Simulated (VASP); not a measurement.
# AlGaN2 (P-4m2) in VASP: single point with LDA

Aim: the single point of AlGaN2 with LDA.

All numbers are computed with VASP 6.6.1; they aren't measurements. Logs are shortened: lines on timing, memory, paths and dates and some standing lists are left out, and cuts for length are marked.

## (1) The cell of the first run

The structure is tetragonal, space group P-4m2 (No. 115). Conventional cell: a = 3.037 Å, b = 3.037 Å, c = 4.494 Å, α = 90.00°, β = 90.00°, γ = 90.00°. Al (site symmetry -4m2) has 4 N at 1.86 Å within 2.5 Å. Ga (site symmetry -4m2) has 4 N at 1.92 Å within 2.5 Å. Within 2.5 Å of N (site symmetry 2mm) lie 2 Al at 1.86 Å and 2 Ga at 1.92 Å.

## (2) Single point, LDA (strain -0.025 along x and y, +0.025 along z)

INCAR

```
  PREC = Accurate
  ENCUT = 1330
  EDIFF = 1E-6
  ISMEAR = 0
  SIGMA = 0.05
  LREAL = False
  LASPH = True
  NELM = 120
  ALGO = Normal
  ISIF = 2
  LWAVE = False
  LCHARG = False
  NBANDS = 21
  GGA_COMPAT = False
```

KPOINTS

```
regular mesh
0
Gamma
  8 8 6
```

POSCAR

```
AlGaN2
1.0
    3.0374043075      0.0000000000      0.0000000000
    0.0000000000      3.0374043075      0.0000000000
    0.0000000000      0.0000000000      4.4939384225
Al Ga N
1 1 2
Direct
    0.5000000000      0.5000000000      0.5000000000
    0.0000000000      0.0000000000      0.0000000000
    0.5000000000      0.0000000000      0.7400513246
    0.0000000000      0.5000000000      0.2599486754
```

Potentials or basis: VASP PAW LDA potentials, release 64 (Al, Ga_d, N_h).

Launch:

```
$ cat potpaw_LDA.64/Al/POTCAR potpaw_LDA.64/Ga_d/POTCAR potpaw_LDA.64/N_h/POTCAR > POTCAR
$ mpirun -np 1 vasp_std > vasp.out
```

OUTCAR:

```text
PREC = Accurate
   ENCUT = 1330
   EDIFF = 1E-6
   ISMEAR = 0
   LREAL = False
   LASPH = True
   NELM = 120
   ISIF = 2

 ion  position               nearest neighbor table
   1  0.500  0.500  0.500-   3 1.86   4 1.86   3 1.86   4 1.86   2 3.11   2 3.11   2 3.11   2 3.11
                             2 3.11   2 3.11   2 3.11   2 3.11
   2  0.000  0.000  0.000-   3 1.92   4 1.92   4 1.92   3 1.92   1 3.11   1 3.11   1 3.11   1 3.11
                             1 3.11   1 3.11   1 3.11   1 3.11
   3  0.500  0.000  0.740-   1 1.86   1 1.86   2 1.92   2 1.92
   4  0.000  0.500  0.260-   1 1.86   1 1.86   2 1.92   2 1.92

  LATTYP: Found a simple tetragonal cell.
 ALAT       =     3.0374043075
 C/A-ratio  =     1.4795325112

  Lattice vectors:

 A1 = (   3.0374043075,   0.0000000000,   0.0000000000)
 A2 = (   0.0000000000,   3.0374043075,   0.0000000000)
 A3 = (   0.0000000000,   0.0000000000,   4.4939384225)

Analysis of symmetry for initial positions (statically):
=====================================================================
 Subroutine PRICEL returns:
 Original cell was already a primitive cell.

 Routine SETGRP: Setting up the symmetry group for a
 simple tetragonal supercell.

 Subroutine GETGRP returns: Found  8 space group operations
 (whereof  8 operations were pure point group operations)
 out of a pool of 16 trial point group operations.

The static configuration has the point symmetry D_2d.

Analysis of symmetry for dynamics (positions and initial velocities):
=====================================================================
 Subroutine PRICEL returns:
 Original cell was already a primitive cell.

 Routine SETGRP: Setting up the symmetry group for a
 simple tetragonal supercell.

 Subroutine GETGRP returns: Found  8 space group operations
 (whereof  8 operations were pure point group operations)
 out of a pool of 16 trial point group operations.

The dynamic configuration has the point symmetry D_2d.

 Subroutine INISYM returns: Found  8 space group operations
 (whereof  8 operations are pure point group operations),
 and found     1 'primitive' translations

----------------------------------------------------------------------------------------

                                     Primitive cell

  volume of cell :      41.4603

  direct lattice vectors                    reciprocal lattice vectors
     3.037404308  0.000000000  0.000000000     0.329228479  0.000000000  0.000000000
     0.000000000  3.037404308  0.000000000     0.000000000  0.329228479  0.000000000
     0.000000000  0.000000000  4.493938423     0.000000000  0.000000000  0.222521963

  length of vectors
     3.037404308  3.037404308  4.493938423     0.329228479  0.329228479  0.222521963

  position of ions in fractional coordinates (direct lattice)
     0.500000000  0.500000000  0.500000000
     0.000000000  0.000000000  0.000000000
     0.500000000  0.000000000  0.740051325
     0.000000000  0.500000000  0.259948675

  ion indices of the primitive-cell ions
   primitive index   ion index
                 1           1
                 2           2
                 3           3
                 4           4

----------------------------------------------------------------------------------------

 KPOINTS: regular mesh

Automatic generation of k-mesh.
 Grid dimensions read from file:
 generate k-points for:    8    8    6

 Generating k-lattice:

  Cartesian coordinates                     Fractional coordinates (reciprocal lattice)
     0.041153560  0.000000000  0.000000000     0.125000000  0.000000000  0.000000000
     0.000000000  0.041153560  0.000000000     0.000000000  0.125000000  0.000000000
     0.000000000  0.000000000  0.037086994     0.000000000  0.000000000  0.166666667

  Length of vectors
     0.041153560  0.041153560  0.037086994

  Shift w.r.t. Gamma in fractional coordinates (k-lattice)
     0.000000000  0.000000000  0.000000000

 Subroutine IBZKPT returns following result:
 ===========================================

 Found     60 irreducible k-points:

 Following reciprocal coordinates:
            Coordinates               Weight
  0.000000  0.000000  0.000000      1.000000
  0.125000  0.000000  0.000000      4.000000
  0.250000  0.000000  0.000000      4.000000
  0.375000  0.000000  0.000000      4.000000
  0.500000  0.000000  0.000000      2.000000
  0.125000  0.125000  0.000000      4.000000
[... 16 lines left out ...]
  0.375000  0.125000  0.166667     16.000000
  0.500000  0.125000  0.166667      8.000000
 [... further k-points ...]
   k-points           NKPTS =     60   k-points in BZ     NKDIM =     60   number of bands    NBANDS=     21
   number of dos      NEDOS =    301   number of ions     NIONS =      4
   total plane-waves  NPLWV =  69984
   dimension x,y,z NGX =    36 NGY =   36 NGZ =   54
   dimension x,y,z NGXF=    72 NGYF=   72 NGZF=  108
   ions per type =               1   1   2
   NGX,Y,Z   is equivalent  to a cutoff of  19.70, 19.70, 19.98 a.u.
   NGXF,Y,Z  is equivalent  to a cutoff of  39.41, 39.41, 39.95 a.u.
 SYSTEM =  unknown system
   PREC   = accura    normal or accurate (medium, high low for compatibility)
   ISTART =      0    job   : 0-new  1-cont  2-samecut
   ICHARG =      2    charge: 1-file 2-atom 10-const
   ISPIN  =      1    spin polarized calculation?
   LNONCOLLINEAR =      F non collinear calculations
   LSORBIT =      F    spin-orbit coupling
   LASPH  =      T    aspherical Exc in radial PAW
   ENCUT  = 1330.0 eV  97.75 Ry    9.89 a.u.   9.03  9.03 13.36*2*pi/ulx,y,z
   NELM   =    120;   NELMIN=  2; NELMDL= -5     # of ELM steps
   EDIFF  = 0.1E-05   stopping-criterion for ELM
   LREAL  =      F    real-space projection
   EDIFFG = 0.1E-04   stopping-criterion for IOM
   NSW    =      0    number of steps for IOM
   IBRION =     -1    ionic relax: 0-MD 1-quasi-New 2-CG
   NFREE  =      0    steps in history (QN), initial steepest desc. (CG)
   ISIF   =      2    stress and relaxation
   ISYM   =      2    0-nonsym 1-usesym 2-fastsym
   POTIM  = 0.5000    time-step for ionic-motion
   TEBEG  =    0.0;   TEEND  =   0.0 temperature during run
   PSTRESS=    0.0 pullay stress
   NELECT =      26.0000    total number of electrons
   NUPDOWN=      -1.0000    fix difference up-down
   EMIN   =  10.00;   EMAX   =-10.00  energy-range for DOS
   EFERMI =   0.00;   METHOD = LEGACY
   ISMEAR =     0;   SIGMA  =   0.05  broadening in eV -4-tet -1-fermi 0-gaus
   EFERMI_NEDOS =   21; number of points for ismear=-14 and -15
   IALGO  =     38    algorithm
   IMIX   =      4    mixing-type and parameters
     AMIX     =   0.40;   BMIX     =  1.00
     AMIX_MAG =   1.60;   BMIX_MAG =  1.00
  volume/ion in A,a.u.               =      10.37        69.95
  Fermi-wavevector in a.u.,A,eV,Ry     =   1.401270  2.648016 26.715825  1.963558
  Thomas-Fermi vector in A             =   2.524148
   LORBIT       =      0    0 simple, 1 ext, 2 COOP (PROOUT), +10 PAW based schemes
   GGA     = CA    functional components
   LHFCALC =     F    Hartree Fock is set to
   AEXX    =    0.0000 exact exchange contribution
   IVDW    =     0    specifies the selected vdW correction
   LEPSILON=     F    determine dielectric tensor
   LRPA    =     F    only Hartree local field effects (RPA)
 non-spin polarized calculation
 Gauss-broadening in eV      SIGMA  =   0.05
  energy-cutoff  :     1330.00
  volume of cell :       41.46
 maximum number of plane-waves:      4604
   NGX = 19   NGY = 19   NGZ = 27

 number of electron      26.0000000 magnetization

 Free energy of the ion-electron system (eV)
  ---------------------------------------------------
  ext. energy  EPLUGINS =         0.00000000
  ---------------------------------------------------
  free energy    TOTEN  =       -30.26699578 eV

  energy without entropy =      -30.26699578  energy(sigma->0) =      -30.26699578

 E-fermi :   6.6206     XC(G=0): -11.9924

 val. band max:        6.3572546843   @ k =   0.0000   0.0000   0.0000
 cond. band min:       9.4405668235   @ k =   0.5000   0.5000   0.0000
 fundamental gap:      3.0833121391
 Fermi energy:         6.6206400100

 k-point     1 :       0.0000    0.0000    0.0000
  band No.  band energies     occupation
      1      -9.4694      2.00000
      2      -7.9398      2.00000
      3      -6.8079      2.00000
      4      -6.8079      2.00000
      5      -6.7685      2.00000
      6      -6.5852      2.00000
[... 13 lines left out ...]
     20      18.7832      0.00000
     21      21.7797      0.00000

 k-point     2 :       0.1250    0.0000    0.0000
  band No.  band energies     occupation
      1      -9.3195      2.00000
      2      -7.9361      2.00000
      3      -6.8319      2.00000
      4      -6.8046      2.00000
      5      -6.7344      2.00000
      6      -6.5993      2.00000
[... 13 lines left out ...]
     20      18.5991      0.00000
     21      21.3379      0.00000

 k-point     3 :       0.2500    0.0000    0.0000
  band No.  band energies     occupation
      1      -8.9200      2.00000
      2      -7.9405      2.00000
      3      -6.8339      2.00000
      4      -6.7964      2.00000
      5      -6.6371      2.00000
      6      -6.6332      2.00000
[... 13 lines left out ...]
     20      18.3660      0.00000
     21      20.3137      0.00000
[... 457 lines left out ...]
 k-point    23 :       0.3750    0.1250    0.1667
  band No.  band energies     occupation
      1      -8.3322      2.00000
      2      -7.9514      2.00000
      3      -6.8077      2.00000
      4      -6.7286      2.00000
      5      -6.6929      2.00000
      6      -6.2972      2.00000
[... 13 lines left out ...]
     20      18.6090      0.00000
     21      19.1860      0.00000

 k-point    24 :       0.5000    0.1250    0.1667
  band No.  band energies     occupation
      1      -8.1603      2.00000
      2      -7.9721      2.00000
      3      -6.7984      2.00000
      4      -6.7091      2.00000
      5      -6.7082      2.00000
      6      -5.9164      2.00000
[... 13 lines left out ...]
     20      18.7704      0.00000
     21      18.9791      0.00000

 [... further k-points ...]
[... 5 lines left out ...]
  --------------------------------------------------------------------------------------
  -------------------------------------------------------------------------------------
  Total        2.2918282      2.2918282      0.3860120      0.0000000      0.0000000      0.0000000
  in kB       88.5646296     88.5646296     14.9169177      0.0000000      0.0000000      0.0000000
  external PRESSURE =      64.0153923 kB  Pullay stress =       0.0000000 kB

 VOLUME and BASIS-vectors are now :
 -----------------------------------------------------------------------------
  energy-cutoff  :     1330.00
  volume of cell :       41.46
      direct lattice vectors                 reciprocal lattice vectors
     3.037404308  0.000000000  0.000000000     0.329228479  0.000000000  0.000000000
     0.000000000  3.037404308  0.000000000     0.000000000  0.329228479  0.000000000
     0.000000000  0.000000000  4.493938423     0.000000000  0.000000000  0.222521963

 POSITION                                       TOTAL-FORCE (eV/Angst)
 -----------------------------------------------------------------------------------
      1.51870      1.51870      2.24697         0.000000      0.000000      0.000000
      0.00000      0.00000      0.00000         0.000000     -0.000000      0.000000
      1.51870      0.00000      3.32575         0.000000     -0.000000      0.048779
      0.00000      1.51870      1.16819         0.000000     -0.000000     -0.048779
 -----------------------------------------------------------------------------------
    total drift:                                0.000000     -0.000000      0.000000

  FREE ENERGIE OF THE ION-ELECTRON SYSTEM (eV)
  ---------------------------------------------------
  free  energy   TOTEN  =       -30.2669957807 eV

  energy  without entropy=      -30.2669957807  energy(sigma->0) =      -30.26699578
```

It took 76 s on 1 thread of Intel Xeon 6975P-C (Granite Rapids), shared host; peak memory 0.36 GiB.

Results:

```yaml
Free_energy: -30.2670 eV
Pressure: 6.4 GPa
Largest_force: 0.049 eV/Å
Band_gap_on_the_k_mesh: 3.08 eV (least direct gap 3.18 eV)
```

Forces on the atoms (eV/Å):
```
Al   0.000  0.000  0.000
Ga   0.000  0.000  0.000
N    0.000  0.000  0.049
N    0.000  0.000 -0.049
```

Caveat: the cell differs from its parent crystal (strain -0.025 along x and y, +0.025 along z); the stress differs along the axes, from 1 to 9 GPa. A k mesh can miss the band edges.
